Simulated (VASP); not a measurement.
# Ni5O4 in VASP: settings compared

The runs below take Ni5O4 through single point, with LDA, PBEsol.

Everything below comes from runs of VASP 6.6.1. Logs are shortened: lines on timing, memory, paths and dates and some standing lists are left out, and cuts for length are marked.

## (1) The cell of the first run

The cell holds a slab with vacuum, 9 atoms: a = 2.911 Å, b = 2.911 Å, c = 24.506 Å, α = 90.00°, β = 90.00°, γ = 120.00°.

## (2) Single point, LDA, collinear spin, ferromagnetic start

File INCAR:

```
SYSTEM = Ni5O4
PREC = Accurate
ENCUT = 520
EDIFF = 1E-7
ISMEAR = 0
SIGMA = 0.1
LREAL = .False.
LASPH = .True.
NELM = 150
ALGO = Normal
ISIF = 2
LWAVE = .False.
LCHARG = .False.
ISPIN = 2
MAGMOM = 1.14 1.14 1.14 1.14 1.14 0.2 0.2 0.2 0.2
LORBIT = 11
LMAXMIX = 4
LDIPOL = .True.
IDIPOL = 3
DIPOL = 0.5 0.5 0.500
GGA = CA
NBANDS = 51
```

File KPOINTS:

```
Automatic mesh
0
Gamma
  12 12 1
  0 0 0
```

File POSCAR:

```
Ni5O4
1.0
    2.9105323198      0.0000000000      0.0000000000
   -1.4552661599      2.5205949274      0.0000000000
    0.0000000000      0.0000000000     24.5057587511
Ni O
5 4
Direct
    0.6666666667      0.3333333333      0.3060505115
    0.3333333333      0.6666666667      0.4030252557
    0.0000000000      0.0000000000      0.5000000000
    0.6666666667      0.3333333333      0.5969747443
    0.3333333333      0.6666666667      0.6939494885
    0.0000000000      0.0000000000      0.3545378836
    0.6666666667      0.3333333333      0.4515126279
    0.3333333333      0.6666666667      0.5484873721
    0.0000000000      0.0000000000      0.6454621164
```

Potentials or basis: VASP PAW LDA potentials, release 64 (Ni, O).

Launch:

```sh
cat potpaw_LDA.64/Ni/POTCAR potpaw_LDA.64/O/POTCAR > POTCAR
mpirun -np 1 vasp_std > vasp.out
```

OUTCAR:

```text
SYSTEM = Ni5O4
   PREC = Accurate
   ENCUT = 520
   EDIFF = 1E-7
   ISMEAR = 0
   LREAL = .False.
   LASPH = .True.
   NELM = 150
   ISIF = 2
   ISPIN = 2
   LORBIT = 11
   GGA = CA

 ion  position               nearest neighbor table
   1  0.667  0.333  0.306-   6 2.06   6 2.06   6 2.06   2 2.91   2 2.91   2 2.91
   2  0.333  0.667  0.403-   6 2.06   6 2.06   6 2.06   7 2.06   7 2.06   7 2.06   1 2.91   1 2.91
                             1 2.91   3 2.91   3 2.91   3 2.91
   3  0.000  0.000  0.500-   7 2.06   8 2.06   8 2.06   7 2.06   7 2.06   8 2.06   2 2.91   4 2.91
                             2 2.91   4 2.91   2 2.91   4 2.91
   4  0.667  0.333  0.597-   9 2.06   9 2.06   9 2.06   8 2.06   8 2.06   8 2.06   5 2.91   5 2.91
                             5 2.91   3 2.91   3 2.91   3 2.91
   5  0.333  0.667  0.694-   9 2.06   9 2.06   9 2.06   4 2.91   4 2.91   4 2.91
   6  0.000  0.000  0.355-   2 2.06   1 2.06   2 2.06   1 2.06   2 2.06   1 2.06
   7  0.667  0.333  0.452-   3 2.06   3 2.06   3 2.06   2 2.06   2 2.06   2 2.06
   8  0.333  0.667  0.548-   3 2.06   3 2.06   3 2.06   4 2.06   4 2.06   4 2.06
   9  0.000  0.000  0.645-   4 2.06   5 2.06   4 2.06   5 2.06   4 2.06   5 2.06

  LATTYP: Found a hexagonal cell.
 ALAT       =     2.9105323198
 C/A-ratio  =     8.4196827448

  Lattice vectors:

 A1 = (   2.9105323198,   0.0000000000,   0.0000000000)
 A2 = (  -1.4552661599,   2.5205949274,   0.0000000000)
 A3 = (   0.0000000000,   0.0000000000,  24.5057587511)

Analysis of symmetry for initial positions (statically):
=====================================================================
 Subroutine PRICEL returns:
 Original cell was already a primitive cell.

 Routine SETGRP: Setting up the symmetry group for a
 hexagonal supercell.

 Subroutine GETGRP returns: Found 12 space group operations
 (whereof 12 operations were pure point group operations)
 out of a pool of 24 trial point group operations.

The static configuration has the point symmetry D_3d.

Analysis of symmetry for dynamics (positions and initial velocities):
=====================================================================
 Subroutine PRICEL returns:
 Original cell was already a primitive cell.

 Routine SETGRP: Setting up the symmetry group for a
 hexagonal supercell.

 Subroutine GETGRP returns: Found 12 space group operations
 (whereof 12 operations were pure point group operations)
 out of a pool of 24 trial point group operations.

The dynamic configuration has the point symmetry D_3d.

Analysis of structural, dynamic, and magnetic symmetry:
[... 175 lines left out ...]
 cond. band min:       0.8041172878   @ k =   0.4167  -0.0000   0.0000
 fundamental gap:      0.0022777172
 Fermi energy:         0.8026237462

 spin component 1

 k-point     1 :       0.0000    0.0000    0.0000
  band No.  band energies     occupation
      1     -19.6578      1.00000
      2     -19.3447      1.00000
      3     -18.8684      1.00000
      4     -18.4041      1.00000
      5      -7.5209      1.00000
      6      -6.6431      1.00000
[... 977 lines left out ...]
     48      10.0225      0.00000
     49      10.0225      0.00000
 Fermi energy:         0.8026237462

 spin component 2

 k-point     1 :       0.0000    0.0000    0.0000
  band No.  band energies     occupation
      1     -19.6457      1.00000
      2     -19.3368      1.00000
      3     -18.8594      1.00000
      4     -18.3904      1.00000
      5      -7.5105      1.00000
      6      -6.6366      1.00000
[... 977 lines left out ...]
     48      10.0325      0.00000
     49      10.0325      0.00000
 [bands above 49 left out]

------------------------ aborting loop because EDIFF is reached ----------------------------------------

 vacuum level on the upper side and lower side of the slab       (xc-potential included)        -0.008        -0.008

  FORCE on cell =-STRESS in cart. coord.  units (eV):
  Direction    XX          YY          ZZ          XY          YZ          ZX
  --------------------------------------------------------------------------------------
  -------------------------------------------------------------------------------------
  Total      -10.0682063    -10.0682063     -7.2107552      0.0000000      0.0000000      0.0000000
  in kB      -89.7261535    -89.7261535    -64.2610317      0.0000000      0.0000000      0.0000000
  external PRESSURE =     -81.2377796 kB  Pullay stress =       0.0000000 kB

 VOLUME and BASIS-vectors are now :
 -----------------------------------------------------------------------------
  energy-cutoff  :      520.00
  volume of cell :      179.78
      direct lattice vectors                 reciprocal lattice vectors
     2.910532320  0.000000000  0.000000000     0.343579761  0.198365868  0.000000000
    -1.455266160  2.520594927  0.000000000     0.000000000  0.396731735  0.000000000
     0.000000000  0.000000000 24.505758751     0.000000000  0.000000000  0.040806735

 POSITION                                       TOTAL-FORCE (eV/Angst)
 -----------------------------------------------------------------------------------
      1.45527      0.84020      7.50000        -0.000000     -0.000000      1.139867
     -0.00000      1.68040      9.87644        -0.000000     -0.000000     -0.420379
      0.00000      0.00000     12.25288        -0.000000     -0.000000     -0.000000
      1.45527      0.84020     14.62932         0.000000     -0.000000      0.420379
     -0.00000      1.68040     17.00576        -0.000000     -0.000000     -1.139867
      0.00000      0.00000      8.68822        -0.000000      0.000000     -0.238177
      1.45527      0.84020     11.06466         0.000000     -0.000000      0.013447
     -0.00000      1.68040     13.44110        -0.000000      0.000000     -0.013447
      0.00000      0.00000     15.81754         0.000000      0.000000      0.238177
 -----------------------------------------------------------------------------------
    total drift:                                0.000000      0.000000      0.000000

  FREE ENERGIE OF THE ION-ELECTRON SYSTEM (eV)
  ---------------------------------------------------
  free  energy   TOTEN  =       -56.9558295118 eV

  energy  without entropy=      -56.8984705651  energy(sigma->0) =      -56.92715004

 vacuum level on the upper side and lower side of the slab         6.256         6.256

 total charge

# of ion       s       p       d       tot
------------------------------------------
    1        0.316   0.289   8.386   8.992
    2        0.346   0.428   8.386   9.160
    3        0.346   0.430   8.387   9.163
    4        0.346   0.428   8.386   9.160
    5        0.316   0.289   8.386   8.992
    6        1.562   3.335   0.000   4.896
    7        1.563   3.358   0.000   4.921
    8        1.563   3.358   0.000   4.921
    9        1.562   3.335   0.000   4.896
--------------------------------------------------
tot          7.919  15.250  41.932  65.101

 magnetization (x)

# of ion       s       p       d       tot
------------------------------------------
    1        0.000   0.000  -0.005  -0.004
    2        0.000   0.001   0.039   0.039
    3        0.001   0.001   0.072   0.073
    4        0.000   0.001   0.039   0.039
    5        0.000   0.000  -0.005  -0.004
    6        0.000   0.003   0.000   0.003
    7        0.001   0.008   0.000   0.009
    8        0.001   0.008   0.000   0.009
    9        0.000   0.003   0.000   0.003
--------------------------------------------------
tot          0.004   0.025   0.139   0.168
```

stdout:

```text
POSCAR found type information on POSCAR NiO
 POSCAR found :  2 types and       9 ions
 scaLAPACK will be used
 LDA part: xc-table for (Slater(with rela. corr.)+CA(PZ))
 , standard interpolation
 POSCAR, INCAR and KPOINTS ok, starting setup
 FFT: planning ... GRIDC
 FFT: planning ... GRID_SOFT
 FFT: planning ... GRID
 WAVECAR not read
 entering main loop
```

Run time: 50 min. Hardware: 1 thread of Intel Xeon 8259CL, shared host; peak memory 0.43 GiB.

Results:

```yaml
Free_energy: -56.9558 eV
Largest_force: 1.140 eV/Å
Net_moment: 0.17 μB per cell
Site_moments: Ni -0.00, +0.04, +0.07 (each value once); O +0.00, +0.01 (each value once) μB
Valence_electrons_inside_the_program's_atomic_spheres: Ni 8.99, 9.16 (each value once); O 4.90, 4.92 (each value once)
```

Forces on the atoms (eV/Å):
```
Ni   0.000  0.000  1.140
Ni   0.000  0.000 -0.420
Ni   0.000  0.000  0.000
Ni   0.000  0.000  0.420
Ni   0.000  0.000 -1.140
O    0.000  0.000 -0.238
O    0.000  0.000  0.013
O    0.000  0.000 -0.013
O    0.000  0.000  0.238
```

## (3) Single point, PBEsol, collinear spin, ferromagnetic start

File INCAR:

```
SYSTEM = Ni5O4
ALGO = Normal ; DIPOL = 0.5 0.5 0.500
EDIFF = 1E-6 ; ENCUT = 520
GGA = PS ; IDIPOL = 3
ISIF = 2 ; ISMEAR = 0
ISPIN = 2 ; LASPH = .TRUE.
LCHARG = .FALSE. ; LDIPOL = .TRUE.
LMAXMIX = 4 ; LORBIT = 11
LREAL = .FALSE. ; LWAVE = .FALSE.
MAGMOM = 1.14 1.14 1.14 1.14 1.14 0.2 0.2 0.2 0.2 ; NBANDS = 51
NELM = 150 ; PREC = Accurate
SIGMA = 0.1
```

File KPOINTS:

```
k-points
0
G
  12 12 1
  0 0 0
```

POSCAR is that of step 2.

Potentials or basis: VASP PAW PBE potentials, release 64 (Ni, O).

Launch:

```sh
cat potpaw_PBE.64/Ni/POTCAR potpaw_PBE.64/O/POTCAR > POTCAR
mpirun -np 1 vasp_std > vasp.out
```

It took 55 min on 1 thread of Intel Xeon Platinum 8259CL at 2.50GHz (Skylake/Cascade Lake), shared host; peak memory 0.53 GiB.

Results (log left out):

```
Free energy                                           : -52.9498 eV
Largest force                                         : 0.743 eV/Å
Net moment                                            : 4.19 μB per cell
Site moments                                          : Ni +0.34, +0.91, +1.09 (each value once); O +0.10, +0.16 (each value once) μB
Valence electrons inside the program's atomic spheres : Ni 8.97, 9.12, 9.11 (each value once); O 4.92, 4.95 (each value once)
```

Forces in eV/Å, atoms in the order of the input:
```
Ni   0.000  0.000  0.743
Ni   0.000  0.000 -0.469
Ni   0.000  0.000  0.000
Ni   0.000  0.000  0.469
Ni   0.000  0.000 -0.743
O    0.000  0.000 -0.355
O    0.000  0.000  0.059
O    0.000  0.000 -0.059
O    0.000  0.000  0.355
```

Levels at points of the mesh, in eV from the Fermi level:
Spin up:
```tsv
k point	band 37	band 38	band 39	band 40	band 41	band 42
(0.00, 0.00, 0.00)	-0.80	-0.40	-0.40	0.28	0.28	0.60
(0.50, 0.00, 0.00)	-0.49	-0.45	0.17	0.23	0.54	4.39
```
Spin down:
```tsv
k point	band 31	band 32	band 33	band 34	band 35	band 36	band 37	band 38	band 39	band 40
(0.00, 0.00, 0.00)	-0.79	-0.70	-0.70	-0.61	-0.52	-0.44	-0.44	0.37	0.37	1.10
(0.50, 0.00, 0.00)	-0.37	-0.37	-0.32	-0.30	-0.28	0.20	0.32	0.69	1.01	1.47
```

Caveat: the PAW data sets were made with another functional, which shifts forces and pressure a little. With open d or f shells a metallic result of PBEsol can be an artefact of self-interaction; +U or a hybrid may open a gap.
